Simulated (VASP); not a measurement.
Here is a VASP 6.6.1 calculation.

File POSCAR:

```
Si17Ge7
1.0
   -5.5072034031     -5.4324165212      0.0351235410
   -0.0344147616      5.4317077418      5.5083515583
   -5.5293612704      5.4896979295     -5.5319269844
Si Ge
17 7
Direct
    1.0030476975     -0.0031217345      1.0005833004
    0.3353127875      0.1650954788      0.6671735443
    0.6684735689      0.3391296401      0.3347530930
    0.5013409639      0.5006029119     -0.0024145004
    1.0018375228      0.5055165354      1.0021259973
    0.8341571088      0.6668892262      0.6691182197
    0.3346641367      0.6700513408      0.6686149739
    0.1627764899      0.8316814261      0.3380804577
    0.3314542402      0.1698552703      0.9145880065
    0.6644598827      0.3383891260      0.5826973857
    0.5021198399      0.4994329744      0.2447723657
    0.9977831223      0.5049231968      0.2497530429
    0.3309090168      0.6642385136      0.9165857707
    0.8334147574      0.6673432546      0.9161302275
    0.6651139863      0.8296749031      0.5864457306
    0.1652113518      0.8337581515      0.5856354313
    1.0022028679      0.9976017630      0.2481461012
    0.4950988188     -0.0013913969      0.0003352701
    0.8304558975      0.1665202516      0.6647386913
    0.1676146246      0.3342292387      0.3272136173
    0.6690725730      0.8297905024      0.3348102333
    0.8369479000      0.1695980666      0.9205618105
    0.1713790884      0.3365631030      0.5827072963
    0.4968155405      0.0028518722      0.2553443299
```

File INCAR.step1:

```
PREC = Accurate
ENCUT = 520
ISMEAR = 0
SIGMA = 0.1
LREAL = Auto
LASPH = T
NELM = 60
NBANDS = 101
ISYM = 0
GGA = PE
ALGO = Normal
EDIFF = 1E-4
LWAVE = T
LCHARG = F
```

The input INCAR.step2:

```
PREC = Accurate
ENCUT = 520
EDIFF = 1E-7
ISMEAR = 0
SIGMA = 0.1
LREAL = Auto
LASPH = T
NELM = 60
ALGO = Normal
ISIF = 2
LWAVE = F
LCHARG = T
METAGGA = R2SCAN
LMIXTAU = T
LELF = T
LVHAR = T
NBANDS = 101
ISYM = 0
ISTART = 1
```

The input KPOINTS:

```
Automatic mesh
0
Gamma
  2 2 2
  0.5 0.5 0.5
```

Potentials or basis: VASP PAW PBE potentials, release 64 (Si, Ge_d).

Run with:

```console
$ cat potpaw_PBE.64/Si/POTCAR potpaw_PBE.64/Ge_d/POTCAR > POTCAR
$ cp INCAR.step1 INCAR
$ mpirun -np 1 vasp_std > vasp.out
$ cp INCAR.step2 INCAR
$ mpirun -np 1 vasp_std > vasp.out
```

(1) What does it give for the band gap on the k mesh?

(2) Estimate the pressure.

(3) What does it give for the largest force?

## Answers

(1) 1.01 eV, indirect (least direct gap 1.36 eV).

(2) -0.1 GPa.

(3) 0.049 eV/Å.

Caveat: the PAW data sets were made with another functional, which shifts forces and pressure a little.
